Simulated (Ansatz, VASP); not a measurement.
One calculation of Pd, two programs

INCAR

```
ALGO = Normal
EDIFF = 1E-6
ENCUT = 520
GGA = PE
GGA_COMPAT = False
ISIF = 2
ISMEAR = -1
LASPH = True
LCHARG = False
LMAXMIX = 4
LNONCOLLINEAR = True
LORBIT = 11
LORBMOM = True
LREAL = False
LSORBIT = True
LWAVE = False
MAGMOM = 0 0 0
NBANDS = 21
NELM = 150
PREC = Accurate
SIGMA = 0.05
```

The input KPOINTS:

```
k-points
0
Gamma
  9 9 9
```

Contents of POSCAR:

```
Pd
1.0
    0.0000000000      1.9465000000      1.9465000000
    1.9465000000      0.0000000000      1.9465000000
    1.9465000000      1.9465000000      0.0000000000
Pd
1
Direct
    0.0000000000      0.0000000000      0.0000000000
```

File input.yaml:

```yaml
crystal:
  lattice:
    - [0.0, 1.9465, 1.9465]
    - [1.9465, 0.0, 1.9465]
    - [1.9465, 1.9465, 0.0]
  atoms:
    - { symbol: Pd, position: [0.0, 0.0, 0.0] }
hamiltonian:
  xc: pbe
  pseudopotentials: { kind: paw_fr }
magnetization:
  noncollinear: true
  spin_orbit: true
kpoints:
  mp_grid: { grid: [9, 9, 9] }
  band_path:
    path:
      - [[0.0, 0.0, 0.0], [0.5, 0.0, 0.5], [0.5, 0.25, 0.75], [0.375, 0.375, 0.75], [0.0, 0.0, 0.0], [0.5, 0.5, 0.5], [0.625, 0.25, 0.625], [0.5, 0.25, 0.75], [0.5, 0.5, 0.5], [0.375, 0.375, 0.75]]
      - [[0.625, 0.25, 0.625], [0.5, 0.0, 0.5]]
    npoints: 14
scf:
  occupations: { method: fermi_dirac, width: 0.05 }
  n_extra_bands: 6
output:
  forces: true
  stress: true
  eigenvalues: true
  fatbands: false
```

Alike in both runs: functional PBE; k mesh 9 × 9 × 9; occupations fermi-dirac, width 0.05 eV; non-collinear spin, spin-orbit coupling.

|  | VASP | Ansatz |
| --- | --- | --- |
| version | VASP 6.6.1 | Ansatz 0.2.0 |
| potentials or method | VASP PAW PBE potentials, release 64 (Pd) | Ansatz PAW |
| plane-wave cutoff (eV) | 520 | 420 |
| valence electrons in the cell | 10 | 18 |
| task | single point | band structure |

```tsv
	VASP	Ansatz	Ansatz less VASP
pressure (GPa)	6.6	6.9	+0.34
net moment per atom (μB)	0.00	0.00	0.000
```

VASP's potentials hold 10 valence electrons a cell and Ansatz's 18, so a difference there can come from the potentials and not from the codes.
